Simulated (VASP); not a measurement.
# LuH2 (Fm-3m) in VASP: notebook

The runs below take LuH2 through single point, relaxation of cell and atoms, with PBEsol.

Everything below comes from runs of VASP 6.6.1. Logs are shortened: lines on timing, memory, paths and dates and some standing lists are left out, and cuts for length are marked.

### 1 The cell of the first run

The structure is cubic, space group Fm-3m (No. 225). The conventional cell has a = 4.959 Å, b = 4.959 Å, c = 4.959 Å, α = 90.00°, β = 90.00°, γ = 90.00°. Within 2.8 Å of Lu (site symmetry m-3m) lie 8 H at 2.15 Å. H (site symmetry -43m) has 4 Lu at 2.15 Å and 6 H at 2.48 Å within 2.8 Å.

### 2 Single point, PBEsol

The input, INCAR:

```
SYSTEM = LuH2
PREC = Accurate
ENCUT = 520
EDIFF = 1E-6
ISMEAR = -1
SIGMA = 0.15
LREAL = .FALSE.
LASPH = .TRUE.
NELM = 60
ALGO = Normal
ISIF = 2
LWAVE = .FALSE.
LCHARG = .TRUE.
GGA = PS
LELF = .TRUE.
LVHAR = .TRUE.
NBANDS = 20
```

The input, KPOINTS:

```
Automatic mesh
0
G
  14 14 14
  0 0 0
```

The input, POSCAR:

```
LuH2
1.0
    0.0000000000      2.4795730359      2.4795730359
    2.4795730359      0.0000000000      2.4795730359
    2.4795730359      2.4795730359      0.0000000000
Lu H
1 2
Direct
    0.0000000000      0.0000000000      0.0000000000
    0.2500000000      0.2500000000      0.2500000000
    0.7500000000      0.7500000000      0.7500000000
```

Potentials or basis: VASP PAW PBE potentials, release 64 (Lu, H).

Command:

```bash
$ cat potpaw_PBE.64/Lu/POTCAR potpaw_PBE.64/H/POTCAR > POTCAR
$ mpirun -np 1 vasp_std > vasp.out
```

OUTCAR:

```text
SYSTEM = LuH2
   PREC = Accurate
   ENCUT = 520
   EDIFF = 1E-6
   ISMEAR = -1
   LREAL = .FALSE.
   LASPH = .TRUE.
   NELM = 60
   ISIF = 2
   GGA = PS

 ion  position               nearest neighbor table
   1  0.000  0.000  0.000-   2 2.15   3 2.15   3 2.15   3 2.15   3 2.15   2 2.15   2 2.15   2 2.15

   2  0.250  0.250  0.250-   1 2.15   1 2.15   1 2.15   1 2.15
   3  0.750  0.750  0.750-   1 2.15   1 2.15   1 2.15   1 2.15

  LATTYP: Found a face centered cubic cell.
 ALAT       =     4.9591460718

  Lattice vectors:

 A1 = (   0.0000000000,   2.4795730359,   2.4795730359)
 A2 = (   2.4795730359,   0.0000000000,   2.4795730359)
 A3 = (   2.4795730359,   2.4795730359,   0.0000000000)

Analysis of symmetry for initial positions (statically):
=====================================================================
 Subroutine PRICEL returns:
 Original cell was already a primitive cell.

 Routine SETGRP: Setting up the symmetry group for a
 face centered cubic supercell.

 Subroutine GETGRP returns: Found 48 space group operations
 (whereof 48 operations were pure point group operations)
 out of a pool of 48 trial point group operations.

The static configuration has the point symmetry O_h .

Analysis of symmetry for dynamics (positions and initial velocities):
=====================================================================
 Subroutine PRICEL returns:
 Original cell was already a primitive cell.

 Routine SETGRP: Setting up the symmetry group for a
 face centered cubic supercell.

 Subroutine GETGRP returns: Found 48 space group operations
 (whereof 48 operations were pure point group operations)
 out of a pool of 48 trial point group operations.

The dynamic configuration has the point symmetry O_h .

 Subroutine INISYM returns: Found 48 space group operations
 (whereof 48 operations are pure point group operations),
 and found     1 'primitive' translations

----------------------------------------------------------------------------------------

                                     Primitive cell

  volume of cell :      30.4902

  direct lattice vectors                    reciprocal lattice vectors
     0.000000000  2.479573036  2.479573036    -0.201647619  0.201647619  0.201647619
     2.479573036  0.000000000  2.479573036     0.201647619 -0.201647619  0.201647619
     2.479573036  2.479573036  0.000000000     0.201647619  0.201647619 -0.201647619

  length of vectors
     3.506645816  3.506645816  3.506645816     0.349263922  0.349263922  0.349263922

  position of ions in fractional coordinates (direct lattice)
     0.000000000  0.000000000  0.000000000
     0.250000000  0.250000000  0.250000000
     0.750000000  0.750000000  0.750000000

  ion indices of the primitive-cell ions
   primitive index   ion index
                 1           1
                 2           2
                 3           3

----------------------------------------------------------------------------------------

 KPOINTS: Automatic mesh

Automatic generation of k-mesh.
 Grid dimensions read from file:
 generate k-points for:   14   14   14

 Generating k-lattice:

  Cartesian coordinates                     Fractional coordinates (reciprocal lattice)
    -0.014403401  0.014403401  0.014403401     0.071428571  0.000000000  0.000000000
     0.014403401 -0.014403401  0.014403401     0.000000000  0.071428571  0.000000000
     0.014403401  0.014403401 -0.014403401     0.000000000  0.000000000  0.071428571

  Length of vectors
     0.024947423  0.024947423  0.024947423

  Shift w.r.t. Gamma in fractional coordinates (k-lattice)
     0.000000000  0.000000000  0.000000000

 Subroutine IBZKPT returns following result:
 ===========================================

 Found    104 irreducible k-points:

 Following reciprocal coordinates:
            Coordinates               Weight
  0.000000  0.000000  0.000000      1.000000
  0.071429  0.000000  0.000000      8.000000
  0.142857  0.000000  0.000000      8.000000
  0.214286  0.000000  0.000000      8.000000
  0.285714  0.000000  0.000000      8.000000
  0.357143  0.000000  0.000000      8.000000
[... 16 lines left out ...]
  0.214286  0.142857  0.000000     24.000000
  0.285714  0.142857  0.000000     24.000000
 [... further k-points ...]
   k-points           NKPTS =    104   k-points in BZ     NKDIM =    104   number of bands    NBANDS=     20
   number of dos      NEDOS =    301   number of ions     NIONS =      3
   total plane-waves  NPLWV =  21952
   dimension x,y,z NGX =    28 NGY =   28 NGZ =   28
   dimension x,y,z NGXF=    56 NGYF=   56 NGZF=   56
   ions per type =               1   2
   NGX,Y,Z   is equivalent  to a cutoff of  13.27, 13.27, 13.27 a.u.
   NGXF,Y,Z  is equivalent  to a cutoff of  26.55, 26.55, 26.55 a.u.
 SYSTEM =  LuH2
   PREC   = accura    normal or accurate (medium, high low for compatibility)
   ISTART =      0    job   : 0-new  1-cont  2-samecut
   ICHARG =      2    charge: 1-file 2-atom 10-const
   ISPIN  =      1    spin polarized calculation?
   LNONCOLLINEAR =      F non collinear calculations
   LSORBIT =      F    spin-orbit coupling
   LASPH  =      T    aspherical Exc in radial PAW
   ENCUT  =  520.0 eV  38.22 Ry    6.18 a.u.   6.52  6.52  6.52*2*pi/ulx,y,z
   NELM   =     60;   NELMIN=  2; NELMDL= -5     # of ELM steps
   EDIFF  = 0.1E-05   stopping-criterion for ELM
   LREAL  =      F    real-space projection
   EDIFFG = 0.1E-04   stopping-criterion for IOM
   NSW    =      0    number of steps for IOM
   IBRION =     -1    ionic relax: 0-MD 1-quasi-New 2-CG
   NFREE  =      0    steps in history (QN), initial steepest desc. (CG)
   ISIF   =      2    stress and relaxation
   ISYM   =      2    0-nonsym 1-usesym 2-fastsym
   POTIM  = 0.5000    time-step for ionic-motion
   TEBEG  =    0.0;   TEEND  =   0.0 temperature during run
   PSTRESS=    0.0 pullay stress
   NELECT =      27.0000    total number of electrons
   NUPDOWN=      -1.0000    fix difference up-down
   EMIN   =  10.00;   EMAX   =-10.00  energy-range for DOS
   EFERMI =   0.00;   METHOD = LEGACY
   ISMEAR =    -1;   SIGMA  =   0.15  broadening in eV -4-tet -1-fermi 0-gaus
   EFERMI_NEDOS =   21; number of points for ismear=-14 and -15
   IALGO  =     38    algorithm
   IMIX   =      4    mixing-type and parameters
     AMIX     =   0.40;   BMIX     =  1.00
     AMIX_MAG =   1.60;   BMIX_MAG =  1.00
  volume/ion in A,a.u.               =      10.16        68.59
  Fermi-wavevector in a.u.,A,eV,Ry     =   1.572084  2.970809 33.626109  2.471449
  Thomas-Fermi vector in A             =   2.673572
   LORBIT       =      0    0 simple, 1 ext, 2 COOP (PROOUT), +10 PAW based schemes
   GGA     = PS    functional components
   LHFCALC =     F    Hartree Fock is set to
   AEXX    =    0.0000 exact exchange contribution
   IVDW    =     0    specifies the selected vdW correction
   LEPSILON=     F    determine dielectric tensor
   LRPA    =     F    only Hartree local field effects (RPA)
 non-spin polarized calculation
  energy-cutoff  :      520.00
  volume of cell :       30.49
 maximum number of plane-waves:       869
 NGX is ok and might be reduce to    28
   NGX = 13   NGY = 13   NGZ = 13

 number of electron      26.9999997 magnetization

 Free energy of the ion-electron system (eV)
  ---------------------------------------------------
  ext. energy  EPLUGINS =         0.00000000
  ---------------------------------------------------
  free energy    TOTEN  =       -13.72136616 eV

  energy without entropy =      -13.67854833  energy(sigma->0) =      -13.69995724

 E-fermi :   2.6807     XC(G=0): -11.4091

 val. band max:        2.6133847851   @ k =  -0.3571   0.2143   0.0000
 cond. band min:       2.6921740130   @ k =   0.4286   0.2143   0.0000
 fundamental gap:      0.0787892278
 Fermi energy:         2.6807230227

 k-point     1 :       0.0000    0.0000    0.0000
  band No.  band energies     occupation
      1     -53.3124      2.00000
      2     -23.8103      2.00000
      3     -23.8103      2.00000
      4     -23.8103      2.00000
      5      -6.7672      2.00000
      6      -2.4448      2.00000
[... 12 lines left out ...]
     19      13.0523      0.00000
     20      15.3325      0.00000

 k-point     2 :       0.0714    0.0000    0.0000
  band No.  band energies     occupation
      1     -53.3110      2.00000
      2     -23.8374      2.00000
      3     -23.8135      2.00000
      4     -23.8135      2.00000
      5      -6.6408      2.00000
      6      -2.4469      2.00000
[... 12 lines left out ...]
     19      12.4395      0.00000
     20      15.6343      0.00000

 k-point     3 :       0.1429    0.0000    0.0000
  band No.  band energies     occupation
      1     -53.3073      2.00000
      2     -23.9129      2.00000
      3     -23.8226      2.00000
      4     -23.8226      2.00000
      5      -6.2791      2.00000
      6      -2.4529      2.00000
[... 12 lines left out ...]
     19      11.5310      0.00000
     20      16.3326      0.00000

 k-point     4 :       0.2143    0.0000    0.0000
  band No.  band energies     occupation
      1     -53.3019      2.00000
      2     -24.0195      2.00000
      3     -23.8358      2.00000
      4     -23.8358      2.00000
      5      -5.7357      2.00000
      6      -2.4611      2.00000
[... 12 lines left out ...]
     19      11.0266      0.00000
     20      14.8542      0.00000

 k-point     5 :       0.2857    0.0000    0.0000
  band No.  band energies     occupation
      1     -53.2958      2.00000
      2     -24.1348      2.00000
      3     -23.8503      2.00000
      4     -23.8503      2.00000
      5      -5.1066      2.00000
      6      -2.4659      2.00000
[... 12 lines left out ...]
     19      11.4756      0.00000
     20      12.8959      0.00000
[... 353 lines left out ...]
      6      -2.4504      2.00000
[... 12 lines left out ...]
     19      11.9370      0.00000
     20      15.6128      0.00000

 k-point    22 :       0.1429    0.1429    0.0000
  band No.  band energies     occupation
      1     -53.3056      2.00000
      2     -23.9140      2.00000
      3     -23.8431      2.00000
      4     -23.8431      2.00000
      5      -6.1062      2.00000
      6      -2.4574      2.00000
[... 12 lines left out ...]
     19      12.0274      0.00000
     20      15.7824      0.00000

 k-point    23 :       0.2143    0.1429    0.0000
  band No.  band energies     occupation
      1     -53.3015      2.00000
      2     -23.9835      2.00000
      3     -23.8594      2.00000
      4     -23.8565      2.00000
      5      -5.6859      2.00000
      6      -2.4664      2.00000
[... 12 lines left out ...]
     19      11.8386      0.00000
     20      15.4103      0.00000

 k-point    24 :       0.2857    0.1429    0.0000
  band No.  band energies     occupation
      1     -53.2963      2.00000
      2     -24.0770      2.00000
      3     -23.8757      2.00000
      4     -23.8734      2.00000
      5      -5.1117      2.00000
      6      -2.4771      2.00000
[... 12 lines left out ...]
     19      11.6658      0.00000
     20      13.5831      0.00000

 [... further k-points ...]
[... 5 lines left out ...]
  --------------------------------------------------------------------------------------
  -------------------------------------------------------------------------------------
  Total        0.0696238      0.0696238      0.0696238      0.0000000     -0.0000000      0.0000000
  in kB        3.6585384      3.6585384      3.6585384      0.0000000     -0.0000000      0.0000000
  external PRESSURE =       3.6585384 kB  Pullay stress =       0.0000000 kB

 VOLUME and BASIS-vectors are now :
 -----------------------------------------------------------------------------
  energy-cutoff  :      520.00
  volume of cell :       30.49
      direct lattice vectors                 reciprocal lattice vectors
     0.000000000  2.479573036  2.479573036    -0.201647619  0.201647619  0.201647619
     2.479573036  0.000000000  2.479573036     0.201647619 -0.201647619  0.201647619
     2.479573036  2.479573036  0.000000000     0.201647619  0.201647619 -0.201647619

 POSITION                                       TOTAL-FORCE (eV/Angst)
 -----------------------------------------------------------------------------------
      0.00000      0.00000      0.00000         0.000000      0.000000      0.000000
      1.23979      1.23979      1.23979        -0.000000     -0.000000     -0.000000
      3.71936      3.71936      3.71936         0.000000      0.000000      0.000000
 -----------------------------------------------------------------------------------
    total drift:                               -0.000000     -0.000000      0.000000

  FREE ENERGIE OF THE ION-ELECTRON SYSTEM (eV)
  ---------------------------------------------------
  free  energy   TOTEN  =       -13.7213661604 eV

  energy  without entropy=      -13.6785483288  energy(sigma->0) =      -13.69995724
```

It took 39 s on 1 thread of Intel Xeon 6975P-C (Granite Rapids), shared host; peak memory 0.21 GiB.

Results:

```
Free energy : -13.7214 eV
Pressure    : 0.4 GPa
```

Caveat: the PAW data sets were made with another functional, which shifts forces and pressure a little; spin-orbit coupling is left out, which moves the levels of the heavy elements.

(Continued in part 2 of 4.)
